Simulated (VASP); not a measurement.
Write the native input for VASP 6.6.1 that does the following.

```yaml
Task: relaxation of cell and atoms
Functional: RPBE
Potentials_or_basis: VASP PAW PBE potentials, release 64 (Sb)
Cutoff: 600 eV
k_mesh: 10 × 10 × 10
Occupations: fermi-dirac, width 0.05 eV
Spin: no spin polarisation
Dipole_correction: no
Further_INCAR_settings: ALGO = Normal; EDIFF = 1e-06; IBRION = 2; EDIFFG = -0.01; NSW = 60; ISIF = 3
```

The structure of Sb lies in POSCAR:

```
Sb
1.0
   -1.8713408863      1.8713408863      1.8713408863
    1.8713408863     -1.8713408863      1.8713408863
    1.8713408863      1.8713408863     -1.8713408863
Sb
1
Direct
    0.0000000000      0.0000000000      0.0000000000
```

These files were run (other wordings do the same):

INCAR

```
SYSTEM = Sb
ALGO = Normal
EDIFF = 1E-6
EDIFFG = -0.01
ENCUT = 600
GGA = RP
IBRION = 2
ISIF = 3
ISMEAR = -1
LASPH = .TRUE.
LCHARG = .FALSE.
LREAL = .FALSE.
LWAVE = .FALSE.
NELM = 60
NSW = 60
PREC = Accurate
SIGMA = 0.05
```

KPOINTS

```
k-points
0
G
  10 10 10
  0 0 0
```

Potentials or basis: VASP PAW PBE potentials, release 64 (Sb).

Launch:

```bash
$ cat potpaw_PBE.64/Sb/POTCAR > POTCAR
$ mpirun -np 1 vasp_std > vasp.out
```

Results of the run:

```json
{
  "Relaxed volume": "28.03 Å³/atom",
  "Relaxed cell": "a = 3.314 Å, b = 3.314 Å, c = 3.314 Å, α = 109.47°, β = 109.47°, γ = 109.47°",
  "Space group after relaxing (to 0.05 Å)": "Im-3m (No. 229)",
  "Energy gained by relaxing": "23.2 meV/atom",
  "Ionic steps": "3",
  "Pressure after relaxing": "0.0 GPa"
}
```

Caveat: the PAW data sets were made with another functional, which shifts forces and pressure a little.

Wall time 34 s on 1 thread of Intel Xeon 8259CL, with other jobs on the host, peak memory 0.16 GiB.
